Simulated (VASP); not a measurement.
# GaAs (I-4m2) in VASP: single point with HSE06

Aim: the single point of GaAs with HSE06.

All numbers are computed with VASP 6.6.1; they aren't measurements. Logs are shortened: lines on timing, memory, paths and dates and some standing lists are left out, and cuts for length are marked.

## 1. The cell of the first run

Symmetry: I-4m2, No. 119, tetragonal system. The conventional cell has a = 4.108 Å, b = 4.108 Å, c = 5.666 Å, α = 90.00°, β = 90.00°, γ = 90.00°. Ga (site symmetry -4m2) has 4 As at 2.50 Å within 3.3 Å. As (site symmetry -4m2) has 4 Ga at 2.50 Å within 3.3 Å.

## 2. Single point, HSE06 (biaxial xy strain +2.5%)

The input, POSCAR:

```
GaAs
1.0
    0.0000000000      2.9050435056      2.8330831925
    2.9050435056      0.0000000000      2.8330831925
    2.9050435056      2.9050435056      0.0000000000
Ga As
1 1
Direct
    0.0000000000      0.0000000000      0.0000000000
    0.2500000000      0.2500000000      0.2500000000
```

The input, INCAR.step1:

```
ALGO = Normal
EDIFF = 1E-5
ENCUT = 520
GGA = PE
ISIF = 2
ISMEAR = -1
KPAR = 4
LASPH = True
LCHARG = False
LREAL = False
LWAVE = True
NBANDS = 16
NELM = 100
PREC = Accurate
SIGMA = 0.02
```

The input, INCAR.step2:

```
ALGO = Normal
EDIFF = 1E-7
ENCUT = 520
GGA = PE
HFSCREEN = 0.2079
ISIF = 2
ISMEAR = -1
ISTART = 1
KPAR = 4
LASPH = True
LCHARG = False
LHFCALC = True
LREAL = False
LWAVE = False
NBANDS = 16
NELM = 100
PREC = Accurate
PRECFOCK = Normal
SIGMA = 0.02
```

The input, KPOINTS:

```
k-points
0
Gamma
  6 6 6
```

Potentials or basis: VASP PAW PBE potentials, release 64 (Ga_d, As).

The run is started by

```
> cat potpaw_PBE.64/Ga_d/POTCAR potpaw_PBE.64/As/POTCAR > POTCAR
> cp INCAR.step1 INCAR
> mpirun -np 4 vasp_std > vasp.out
> cp INCAR.step2 INCAR
> mpirun -np 4 vasp_std > vasp.out
```

OUTCAR:

```text
EDIFF = 1E-7
   ENCUT = 520
   GGA = PE
   HFSCREEN = 0.2079
   ISIF = 2
   ISMEAR = -1
   ISTART = 1
   LASPH = True
   LHFCALC = True
   LREAL = False
   NELM = 100
   PREC = Accurate
   PRECFOCK = Normal

 ion  position               nearest neighbor table
   1  0.000  0.000  0.000-   2 2.50   2 2.50   2 2.50   2 2.50
   2  0.250  0.250  0.250-   1 2.50   1 2.50   1 2.50   1 2.50

  LATTYP: Found a body centered tetragonal cell.
 ALAT       =     4.1083519249
 C/A-ratio  =     1.3791823312

  Lattice vectors:

 A1 = (   0.0000000000,  -2.9050435056,  -2.8330831925)
 A2 = (   0.0000000000,   2.9050435056,  -2.8330831925)
 A3 = (   2.9050435056,   0.0000000000,   2.8330831925)

Analysis of symmetry for initial positions (statically):
=====================================================================
 Subroutine PRICEL returns:
 Original cell was already a primitive cell.

 Routine SETGRP: Setting up the symmetry group for a
 body centered tetragonal supercell.

 Subroutine GETGRP returns: Found  8 space group operations
 (whereof  8 operations were pure point group operations)
 out of a pool of 16 trial point group operations.

The static configuration has the point symmetry D_2d.

Analysis of symmetry for dynamics (positions and initial velocities):
=====================================================================
 Subroutine PRICEL returns:
 Original cell was already a primitive cell.

 Routine SETGRP: Setting up the symmetry group for a
 body centered tetragonal supercell.

 Subroutine GETGRP returns: Found  8 space group operations
 (whereof  8 operations were pure point group operations)
 out of a pool of 16 trial point group operations.

The dynamic configuration has the point symmetry D_2d.

 Subroutine INISYM returns: Found  8 space group operations
 (whereof  8 operations are pure point group operations),
 and found     1 'primitive' translations

----------------------------------------------------------------------------------------

                                     Primitive cell

  volume of cell :      47.8184

  direct lattice vectors                    reciprocal lattice vectors
     0.000000000  2.905043506  2.833083193    -0.172114462  0.172114462  0.176486169
     2.905043506  0.000000000  2.833083193     0.172114462 -0.172114462  0.176486169
     2.905043506  2.905043506  0.000000000     0.172114462  0.172114462 -0.176486169

  length of vectors
     4.057787346  4.057787346  4.108351925     0.300656189  0.300656189  0.300656189

  position of ions in fractional coordinates (direct lattice)
     0.000000000  0.000000000  0.000000000
     0.250000000  0.250000000  0.250000000

  ion indices of the primitive-cell ions
   primitive index   ion index
                 1           1
                 2           2

----------------------------------------------------------------------------------------

 KPOINTS: k-points

Automatic generation of k-mesh.
 Grid dimensions read from file:
 generate k-points for:    6    6    6

 Generating k-lattice:

  Cartesian coordinates                     Fractional coordinates (reciprocal lattice)
    -0.028685744  0.028685744  0.029414362     0.166666667  0.000000000  0.000000000
     0.028685744 -0.028685744  0.029414362     0.000000000  0.166666667  0.000000000
     0.028685744  0.028685744 -0.029414362     0.000000000  0.000000000  0.166666667

  Length of vectors
     0.050109365  0.050109365  0.050109365

  Shift w.r.t. Gamma in fractional coordinates (k-lattice)
     0.000000000  0.000000000  0.000000000

 Subroutine IBZKPT returns following result:
 ===========================================

 Found     30 irreducible k-points:

 Following reciprocal coordinates:
            Coordinates               Weight
  0.000000  0.000000  0.000000      1.000000
  0.166667  0.000000  0.000000      8.000000
  0.333333  0.000000  0.000000      8.000000
  0.500000  0.000000  0.000000      4.000000
  0.166667  0.166667  0.000000      2.000000
  0.333333  0.166667  0.000000      8.000000
[... 16 lines left out ...]
  0.333333  0.000000  0.333333      4.000000
  0.500000  0.000000  0.333333     16.000000
 [... further k-points ...]
   k-points           NKPTS =     30   k-points in BZ     NKDIM =    216   number of bands    NBANDS=     16
   number of dos      NEDOS =    301   number of ions     NIONS =      2
   total plane-waves  NPLWV =  28800
   dimension x,y,z NGX =    30 NGY =   30 NGZ =   32
   dimension x,y,z NGXF=    60 NGYF=   60 NGZF=   64
   ions per type =               1   1
   NGX,Y,Z   is equivalent  to a cutoff of  12.29, 12.29, 12.95 a.u.
   NGXF,Y,Z  is equivalent  to a cutoff of  24.58, 24.58, 25.90 a.u.
 SYSTEM =  unknown system
   PREC   = accura    normal or accurate (medium, high low for compatibility)
   ISTART =      1    job   : 0-new  1-cont  2-samecut
   ICHARG =      0    charge: 1-file 2-atom 10-const
   ISPIN  =      1    spin polarized calculation?
   LNONCOLLINEAR =      F non collinear calculations
   LSORBIT =      F    spin-orbit coupling
   LASPH  =      T    aspherical Exc in radial PAW
   ENCUT  =  520.0 eV  38.22 Ry    6.18 a.u.   7.54  7.54  7.64*2*pi/ulx,y,z
   NELM   =    100;   NELMIN=  2; NELMDL=  0     # of ELM steps
   EDIFF  = 0.1E-06   stopping-criterion for ELM
   LREAL  =      F    real-space projection
   EDIFFG = 0.1E-05   stopping-criterion for IOM
   NSW    =      0    number of steps for IOM
   IBRION =     -1    ionic relax: 0-MD 1-quasi-New 2-CG
   NFREE  =      0    steps in history (QN), initial steepest desc. (CG)
   ISIF   =      2    stress and relaxation
   ISYM   =      3    0-nonsym 1-usesym 2-fastsym
   POTIM  = 0.5000    time-step for ionic-motion
   TEBEG  =    0.0;   TEEND  =   0.0 temperature during run
   PSTRESS=    0.0 pullay stress
   NELECT =      18.0000    total number of electrons
   NUPDOWN=      -1.0000    fix difference up-down
   EMIN   =  10.00;   EMAX   =-10.00  energy-range for DOS
   EFERMI =   0.00;   METHOD = LEGACY
   ISMEAR =    -1;   SIGMA  =   0.02  broadening in eV -4-tet -1-fermi 0-gaus
   EFERMI_NEDOS =   21; number of points for ismear=-14 and -15
   IALGO  =     38    algorithm
   IMIX   =      1    mixing-type and parameters
     AMIX     =   0.40;   BMIX     =  1.00
     AMIX_MAG =   1.60;   BMIX_MAG =  1.00
  volume/ion in A,a.u.               =      23.91       161.35
  Fermi-wavevector in a.u.,A,eV,Ry     =   1.182045  2.233742 19.010484  1.397231
  Thomas-Fermi vector in A             =   2.318307
   LORBIT       =      0    0 simple, 1 ext, 2 COOP (PROOUT), +10 PAW based schemes
   GGA     = PE    functional components
   LHFCALC =     T    Hartree Fock is set to
   PRECFOCK=normal    Normal, Fast or Accurate (Low or Medium for compatibility)
   ENCUT4O =  -1.0   cutoff for four orbital integrals eV
   NKREDX  =     1    reduce k-point grid by
   NKREDY  =     1    reduce k-point grid by
   NKREDZ  =     1    reduce k-point grid by
   AEXX    =    0.2500 exact exchange contribution
   HFSCREEN=    0.2079 screening length (either q_TF or 0.3 A-1)
   HFSCREENC=   0.2079 screening length for correlation (either q_TF or 0.3 A-1)
   ENCUTFOCK=  -1.0 apply spherical cutoff to Coloumb kernel
   IVDW    =     0    specifies the selected vdW correction
   LEPSILON=     F    determine dielectric tensor
   LRPA    =     F    only Hartree local field effects (RPA)
 non-spin polarized calculation
  energy-cutoff  :      520.00
  volume of cell :       47.82
 maximum number of plane-waves:      1313
  NGX = 24; NGY = 24; NGZ = 24

 number of electron      17.9999995 magnetization

 Free energy of the ion-electron system (eV)
  ---------------------------------------------------
  ext. energy  EPLUGINS =         0.00000000
  ---------------------------------------------------
  free energy    TOTEN  =        -9.82480732 eV

  energy without entropy =       -9.82480732  energy(sigma->0) =       -9.82480732

 E-fermi :   3.5101     XC(G=0):  -7.7696

 val. band max:        3.0955721935   @ k =   0.0000   0.0000   0.0000
 cond. band min:       3.9328673932   @ k =   0.0000   0.0000   0.0000
 fundamental gap:      0.8372951997
 Fermi energy:         3.5101326227

 k-point     1 :       0.0000    0.0000    0.0000
  band No.  band energies     occupation
      1     -14.3091      2.00000
      2     -14.3091      2.00000
      3     -14.3030      2.00000
      4     -14.2419      2.00000
      5     -14.2358      2.00000
      6     -10.5423      2.00000
[... 8 lines left out ...]
     15      13.6911      0.00000
     16      14.1510      0.00000

 k-point     2 :       0.1667    0.0000    0.0000
  band No.  band energies     occupation
      1     -14.3181      2.00000
      2     -14.3046      2.00000
      3     -14.3004      2.00000
      4     -14.2423      2.00000
      5     -14.2357      2.00000
      6     -10.2239      2.00000
[... 8 lines left out ...]
     15      12.7230      0.00000
     16      13.0270      0.00000

 k-point     3 :       0.3333    0.0000    0.0000
  band No.  band energies     occupation
      1     -14.3385      2.00000
      2     -14.2969      2.00000
      3     -14.2932      2.00000
      4     -14.2417      2.00000
      5     -14.2344      2.00000
      6      -9.4003      2.00000
[... 8 lines left out ...]
     15      13.4984      0.00000
     16      13.5137      0.00000

 k-point     4 :       0.5000    0.0000    0.0000
  band No.  band energies     occupation
      1     -14.3485      2.00000
      2     -14.2938      2.00000
      3     -14.2903      2.00000
      4     -14.2407      2.00000
      5     -14.2330      2.00000
      6      -8.7982      2.00000
[... 8 lines left out ...]
     15      15.5903      0.00000
     16      15.8502      0.00000

 k-point     5 :       0.1667    0.1667    0.0000
  band No.  band energies     occupation
      1     -14.3225      2.00000
      2     -14.3002      2.00000
      3     -14.3002      2.00000
      4     -14.2459      2.00000
      5     -14.2333      2.00000
      6     -10.1045      2.00000
[... 8 lines left out ...]
     15      13.5452      0.00000
     16      14.1684      0.00000

 k-point     6 :       0.3333    0.1667    0.0000
  band No.  band energies     occupation
      1     -14.3408      2.00000
      2     -14.2923      2.00000
      3     -14.2918      2.00000
      4     -14.2483      2.00000
      5     -14.2314      2.00000
      6      -9.4251      2.00000
[... 8 lines left out ...]
     15      14.6128      0.00000
     16      14.7271      0.00000
[... 267 lines left out ...]
 k-point    21 :      -0.1667    0.3333    0.1667
  band No.  band energies     occupation
      1     -14.3552      2.00000
      2     -14.2862      2.00000
      3     -14.2818      2.00000
      4     -14.2458      2.00000
      5     -14.2348      2.00000
      6      -8.7503      2.00000
[... 8 lines left out ...]
     15      14.7716      0.00000
     16      16.7843      0.00000

 k-point    22 :      -0.3333    0.5000    0.1667
  band No.  band energies     occupation
      1     -14.3656      2.00000
      2     -14.2814      2.00000
      3     -14.2738      2.00000
      4     -14.2540      2.00000
      5     -14.2298      2.00000
      6      -7.9853      2.00000
[... 8 lines left out ...]
     15      16.1052      0.00000
     16      17.1341      0.00000

 k-point    23 :       0.3333    0.0000    0.3333
  band No.  band energies     occupation
      1     -14.3598      2.00000
      2     -14.2810      2.00000
      3     -14.2783      2.00000
      4     -14.2496      2.00000
      5     -14.2333      2.00000
      6      -8.9999      2.00000
[... 8 lines left out ...]
     15      15.7899      0.00000
     16      16.8063      0.00000

 k-point    24 :       0.5000    0.0000    0.3333
  band No.  band energies     occupation
      1     -14.3664      2.00000
      2     -14.2780      2.00000
      3     -14.2749      2.00000
      4     -14.2497      2.00000
      5     -14.2334      2.00000
      6      -8.3252      2.00000
[... 8 lines left out ...]
     15      16.0919      0.00000
     16      16.6493      0.00000

 [... further k-points ...]

------------------------ aborting loop because EDIFF is reached ----------------------------------------

  FORCE on cell =-STRESS in cart. coord.  units (eV):
  Direction    XX          YY          ZZ          XY          YZ          ZX
  --------------------------------------------------------------------------------------
  -------------------------------------------------------------------------------------
  Total       -1.0196523     -1.0196523     -0.5362735      0.0000000     -0.0000000      0.0000000
  in kB      -34.1639504    -34.1639504    -17.9681076      0.0000000     -0.0000000      0.0000000
  external PRESSURE =     -28.7653361 kB  Pullay stress =       0.0000000 kB

 VOLUME and BASIS-vectors are now :
 -----------------------------------------------------------------------------
  energy-cutoff  :      520.00
  volume of cell :       47.82
      direct lattice vectors                 reciprocal lattice vectors
     0.000000000  2.905043506  2.833083193    -0.172114462  0.172114462  0.176486169
     2.905043506  0.000000000  2.833083193     0.172114462 -0.172114462  0.176486169
     2.905043506  2.905043506  0.000000000     0.172114462  0.172114462 -0.176486169

 POSITION                                       TOTAL-FORCE (eV/Angst)
 -----------------------------------------------------------------------------------
      0.00000      0.00000      0.00000         0.000000      0.000000      0.000000
      1.45252      1.45252      1.41654        -0.000000     -0.000000      0.000000
 -----------------------------------------------------------------------------------
    total drift:                               -0.000001      0.000000      0.000001

  FREE ENERGIE OF THE ION-ELECTRON SYSTEM (eV)
  ---------------------------------------------------
  free  energy   TOTEN  =        -9.8248073167 eV

  energy  without entropy=       -9.8248073167  energy(sigma->0) =       -9.82480732
```

It took 25 min on 4 MPI ranks of Intel Xeon Platinum 8259CL at 2.50GHz (Skylake/Cascade Lake), shared host; peak memory 0.29 GiB.

Results:

| Quantity | Value |
| --- | --- |
| Free energy | -9.8248 eV |
| Pressure | -2.9 GPa |
| Band gap on the k mesh | 0.84 eV |

Caveat: the cell differs from its parent crystal (biaxial xy strain +2.5%); the PAW data sets were made with another functional, which shifts forces and pressure a little.
